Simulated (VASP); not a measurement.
# Ga (P1) in VASP: single point with PBE

Aim: the single point of Ga with PBE.

Program: VASP 6.6.1. These are calculated values, not measurements. Logs are shortened: lines on timing, memory, paths and dates and some standing lists are left out, and cuts for length are marked.

## 1. The cell of the first run

The typed cell holds 4 atoms: a = 2.765 Å, b = 5.533 Å, c = 5.351 Å, α = 99.88°, β = 80.71°, γ = 76.45°.

## 2. Single point, PBE

Input file INCAR:

```
SYSTEM = Ga
  PREC = Accurate
  ENCUT = 520
  EDIFF = 1E-7
  ISMEAR = 0
  SIGMA = 0.2
  LREAL = .FALSE.
  LASPH = .TRUE.
  NELM = 80
  ALGO = Fast
  ISIF = 2
  LWAVE = .FALSE.
  LCHARG = .TRUE.
  GGA = PE
  LELF = .TRUE.
  LVHAR = .TRUE.
  NBANDS = 34
```

Input file KPOINTS:

```
regular mesh
0
G
  8 4 4
  0 0 0
```

Input file POSCAR:

```
Ga
1.0
   -0.3420897186     -2.7331314987     -0.2377989911
   -5.4696359649     -0.6702630265      0.4958359785
    0.5057998434     -0.4751908613     -5.3057698281
Ga
4
Direct
   -0.1271952018     -0.0664632493     -0.0002897376
    1.1301963089      0.0660964286      0.5003524328
   -0.1330799257      0.4343095496     -0.0000851428
    0.1300788185      0.5660572710      0.5000224475
```

Potentials or basis: VASP PAW PBE potentials, release 64 (Ga_d).

Command:

```bash
> cat potpaw_PBE.64/Ga_d/POTCAR > POTCAR
> mpirun -np 1 vasp_std > vasp.out
```

OUTCAR:

```text
SYSTEM = Ga
   PREC = Accurate
   ENCUT = 520
   EDIFF = 1E-7
   ISMEAR = 0
   LREAL = .FALSE.
   LASPH = .TRUE.
   NELM = 80
   ISIF = 2
   GGA = PE

 ion  position               nearest neighbor table
   1  0.873  0.934  1.000-   3 2.77   3 2.77   2 2.90   2 2.91
   2  0.130  0.066  0.500-   4 2.77   4 2.77   1 2.90   1 2.91
   3  0.867  0.434  1.000-   1 2.77   1 2.77   4 2.90   4 2.92
   4  0.130  0.566  0.500-   2 2.77   2 2.77   3 2.90   3 2.92

  LATTYP: Found a triclinic cell.
 ALAT       =    10.7587740731
 B/A-ratio  =     1.0628793786
 C/A-ratio  =     1.3170748582
 COS(alpha) =     0.0004908686
 COS(beta)  =     0.5488630687
 COS(gamma) =     0.8350249259

  Lattice vectors:

 A1 = ( -10.5971822112,   1.3926054457,   1.2294709481)
 A2 = ( -10.4334720864,  -1.8157169143,  -4.3140978711)
 A3 = (  -5.7970562145,   5.7463816935,  11.5829736169)

Analysis of symmetry for initial positions (statically):
=====================================================================
 Subroutine PRICEL returns:
 Original cell was already a primitive cell.

 Routine SETGRP: Setting up the symmetry group for a
 triclinic supercell.

 Subroutine GETGRP returns: Found  1 space group operations
 (whereof  1 operations were pure point group operations)
 out of a pool of  2 trial point group operations.

The static configuration has the point symmetry C_1 .

Analysis of symmetry for dynamics (positions and initial velocities):
=====================================================================
 Subroutine PRICEL returns:
 Original cell was already a primitive cell.

 Routine SETGRP: Setting up the symmetry group for a
 triclinic supercell.

 Subroutine GETGRP returns: Found  1 space group operations
 (whereof  1 operations were pure point group operations)
 out of a pool of  2 trial point group operations.

The dynamic configuration has the point symmetry C_1 .

 Subroutine INISYM returns: Found  1 space group operations
 (whereof  1 operations are pure point group operations),
 and found     1 'primitive' translations

----------------------------------------------------------------------------------------

                                     Primitive cell

  volume of cell :      76.6359

  direct lattice vectors                    reciprocal lattice vectors
    -0.342089719 -2.733131499 -0.237798991     0.049479139 -0.375409405  0.038338953
    -5.469635965 -0.670263027  0.495835978    -0.187749706  0.025253545 -0.020159945
     0.505799843 -0.475190861 -5.305769828    -0.019763230  0.019185452 -0.192076367

  length of vectors
     2.764702791  5.532813338  5.350965642     0.380592015  0.190510149  0.194041226

  position of ions in fractional coordinates (direct lattice)
     0.872804798  0.933536751  0.999710262
     0.130196309  0.066096429  0.500352433
     0.866920074  0.434309550  0.999914857
     0.130078819  0.566057271  0.500022448

  ion indices of the primitive-cell ions
   primitive index   ion index
                 1           1
                 2           2
                 3           3
                 4           4

----------------------------------------------------------------------------------------

 KPOINTS: regular mesh

Automatic generation of k-mesh.
 Grid dimensions read from file:
 generate k-points for:    8    4    4

 Generating k-lattice:

  Cartesian coordinates                     Fractional coordinates (reciprocal lattice)
     0.006184892 -0.046926176  0.004792369     0.125000000 -0.000000000 -0.000000000
    -0.046937426  0.006313386 -0.005039986    -0.000000000  0.250000000  0.000000000
    -0.004940807  0.004796363 -0.048019092     0.000000000  0.000000000  0.250000000

  Length of vectors
     0.047574002  0.047627537  0.048510307

  Shift w.r.t. Gamma in fractional coordinates (k-lattice)
     0.000000000  0.000000000  0.000000000

 Subroutine IBZKPT returns following result:
 ===========================================

 Found     68 irreducible k-points:

 Following reciprocal coordinates:
            Coordinates               Weight
  0.000000  0.000000  0.000000      1.000000
  0.125000  0.000000  0.000000      2.000000
  0.250000  0.000000  0.000000      2.000000
  0.375000 -0.000000  0.000000      2.000000
  0.500000  0.000000  0.000000      1.000000
  0.000000  0.250000  0.000000      2.000000
[... 16 lines left out ...]
  0.500000  0.000000  0.250000      2.000000
 -0.375000 -0.000000  0.250000      2.000000
 [... further k-points ...]
   k-points           NKPTS =     68   k-points in BZ     NKDIM =     68   number of bands    NBANDS=     34
   number of dos      NEDOS =    301   number of ions     NIONS =      4
   total plane-waves  NPLWV =  40320
   dimension x,y,z NGX =    24 NGY =   42 NGZ =   40
   dimension x,y,z NGXF=    48 NGYF=   84 NGZF=   80
   ions per type =               4
   NGX,Y,Z   is equivalent  to a cutoff of  14.43, 12.62, 12.43 a.u.
   NGXF,Y,Z  is equivalent  to a cutoff of  28.86, 25.24, 24.85 a.u.
 SYSTEM =  Ga
   PREC   = accura    normal or accurate (medium, high low for compatibility)
   ISTART =      0    job   : 0-new  1-cont  2-samecut
   ICHARG =      2    charge: 1-file 2-atom 10-const
   ISPIN  =      1    spin polarized calculation?
   LNONCOLLINEAR =      F non collinear calculations
   LSORBIT =      F    spin-orbit coupling
   LASPH  =      T    aspherical Exc in radial PAW
   ENCUT  =  520.0 eV  38.22 Ry    6.18 a.u.   5.14 10.29  9.95*2*pi/ulx,y,z
   NELM   =     80;   NELMIN=  2; NELMDL= -5     # of ELM steps
   EDIFF  = 0.1E-06   stopping-criterion for ELM
   LREAL  =      F    real-space projection
   EDIFFG = 0.1E-05   stopping-criterion for IOM
   NSW    =      0    number of steps for IOM
   IBRION =     -1    ionic relax: 0-MD 1-quasi-New 2-CG
   NFREE  =      0    steps in history (QN), initial steepest desc. (CG)
   ISIF   =      2    stress and relaxation
   ISYM   =      2    0-nonsym 1-usesym 2-fastsym
   POTIM  = 0.5000    time-step for ionic-motion
   TEBEG  =    0.0;   TEEND  =   0.0 temperature during run
   PSTRESS=    0.0 pullay stress
   NELECT =      52.0000    total number of electrons
   NUPDOWN=      -1.0000    fix difference up-down
   EMIN   =  10.00;   EMAX   =-10.00  energy-range for DOS
   EFERMI =   0.00;   METHOD = LEGACY
   ISMEAR =     0;   SIGMA  =   0.20  broadening in eV -4-tet -1-fermi 0-gaus
   EFERMI_NEDOS =   21; number of points for ismear=-14 and -15
   IALGO  =     68    algorithm
   IMIX   =      4    mixing-type and parameters
     AMIX     =   0.40;   BMIX     =  1.00
     AMIX_MAG =   1.60;   BMIX_MAG =  1.00
  volume/ion in A,a.u.               =      19.16       129.29
  Fermi-wavevector in a.u.,A,eV,Ry     =   1.438573  2.718509 28.157147  2.069492
  Thomas-Fermi vector in A             =   2.557525
   LORBIT       =      0    0 simple, 1 ext, 2 COOP (PROOUT), +10 PAW based schemes
   GGA     = PE    functional components
   LHFCALC =     F    Hartree Fock is set to
   AEXX    =    0.0000 exact exchange contribution
   IVDW    =     0    specifies the selected vdW correction
   LEPSILON=     F    determine dielectric tensor
   LRPA    =     F    only Hartree local field effects (RPA)
 non-spin polarized calculation
 RMM-DIIS sequential band-by-band and
 Gauss-broadening in eV      SIGMA  =   0.20
  energy-cutoff  :      520.00
  volume of cell :       76.64
 maximum number of plane-waves:      2083
 NGX is ok and might be reduce to    24
   NGX = 11   NGY = 21   NGZ = 19

 number of electron      51.9999996 magnetization

 Free energy of the ion-electron system (eV)
  ---------------------------------------------------
  ext. energy  EPLUGINS =         0.00000000
  ---------------------------------------------------
  free energy    TOTEN  =       -11.69772182 eV

  energy without entropy =      -11.68192321  energy(sigma->0) =      -11.68982251

 E-fermi :   5.4076     XC(G=0): -10.9029

 val. band max:        5.3877335548   @ k =   0.5000   0.0000   0.2500
 cond. band min:       5.4888109943   @ k =   0.3750   0.2500   0.2500
 fundamental gap:      0.1010774395
 Fermi energy:         5.4076379655

 k-point     1 :       0.0000    0.0000    0.0000
  band No.  band energies     occupation
      1      -9.7396      2.00000
      2      -9.7384      2.00000
      3      -9.7353      2.00000
      4      -9.6709      2.00000
      5      -9.6652      2.00000
      6      -9.6539      2.00000
[... 26 lines left out ...]
     33      15.7683      0.00000
     34      16.0815      0.00000

 k-point     2 :       0.1250    0.0000    0.0000
  band No.  band energies     occupation
      1      -9.7218      2.00000
      2      -9.7119      2.00000
      3      -9.6930      2.00000
      4      -9.6447      2.00000
      5      -9.6419      2.00000
      6      -9.6187      2.00000
[... 26 lines left out ...]
     33      15.0946      0.00000
     34      15.6456      0.00000

 k-point     3 :       0.2500    0.0000    0.0000
  band No.  band energies     occupation
      1      -9.7154      2.00000
      2      -9.6779      2.00000
      3      -9.6551      2.00000
      4      -9.6144      2.00000
      5      -9.5940      2.00000
      6      -9.5746      2.00000
[... 26 lines left out ...]
     33      12.8204      0.00000
     34      15.0629      0.00000
[... 704 lines left out ...]
 k-point    23 :       0.5000    0.0000    0.2500
  band No.  band energies     occupation
      1      -9.7259      2.00000
      2      -9.6979      2.00000
      3      -9.6858      2.00000
      4      -9.6758      2.00000
      5      -9.6499      2.00000
      6      -9.6388      2.00000
[... 26 lines left out ...]
     33      11.1801      0.00000
     34      12.6644      0.00000

 k-point    24 :      -0.3750   -0.0000    0.2500
  band No.  band energies     occupation
      1      -9.7316      2.00000
      2      -9.6798      2.00000
      3      -9.6643      2.00000
      4      -9.6555      2.00000
      5      -9.6426      2.00000
      6      -9.6126      2.00000
[... 26 lines left out ...]
     33      10.4157      0.00000
     34      12.4228      0.00000

 [... further k-points ...]

------------------------ aborting loop because EDIFF is reached ----------------------------------------

  FORCE on cell =-STRESS in cart. coord.  units (eV):
  Direction    XX          YY          ZZ          XY          YZ          ZX
  --------------------------------------------------------------------------------------
  -------------------------------------------------------------------------------------
  Total        0.1217511      0.1274793      0.0641120      0.0371038     -0.0006179      0.0134889
  in kB        2.5453717      2.6651270      1.3403480      0.7757062     -0.0129180      0.2820043
  external PRESSURE =       2.1836156 kB  Pullay stress =       0.0000000 kB

 VOLUME and BASIS-vectors are now :
 -----------------------------------------------------------------------------
  energy-cutoff  :      520.00
  volume of cell :       76.64
      direct lattice vectors                 reciprocal lattice vectors
    -0.342089719 -2.733131499 -0.237798991     0.049479139 -0.375409405  0.038338953
    -5.469635965 -0.670263027  0.495835978    -0.187749706  0.025253545 -0.020159945
     0.505799843 -0.475190861 -5.305769828    -0.019763230  0.019185452 -0.192076367

 POSITION                                       TOTAL-FORCE (eV/Angst)
 -----------------------------------------------------------------------------------
     -4.89903     -3.48626     -5.04890        -0.001970      0.002033     -0.003584
     -0.15298     -0.63791     -2.65294        -0.001599     -0.001802      0.003567
     -2.16632     -3.13566     -5.29612         0.002136     -0.000067      0.000376
     -2.88771     -0.97254     -2.40327         0.001433     -0.000164     -0.000359
 -----------------------------------------------------------------------------------
    total drift:                                0.000148     -0.000131     -0.000137

  FREE ENERGIE OF THE ION-ELECTRON SYSTEM (eV)
  ---------------------------------------------------
  free  energy   TOTEN  =       -11.6977218219 eV

  energy  without entropy=      -11.6819232075  energy(sigma->0) =      -11.68982251
```

Run time: 2.5 min. Hardware: 1 thread of Intel Xeon Platinum 8259CL at 2.50GHz (Skylake/Cascade Lake), shared host; peak memory 0.27 GiB.

What came out:

```yaml
Free_energy: -11.6977 eV
Pressure: 0.2 GPa
Largest_force: 0.005 eV/Å
Band_gap_on_the_k_mesh: zero (bands 26 and 27 overlap by 3.57 eV)
```

Forces on the atoms (eV/Å):
```
Ga  -0.002  0.002 -0.004
Ga  -0.002 -0.002  0.004
Ga   0.002  0.000  0.000
Ga   0.001  0.000  0.000
```

The gap in the log of VASP goes by the Fermi energy; the results here count the filled bands.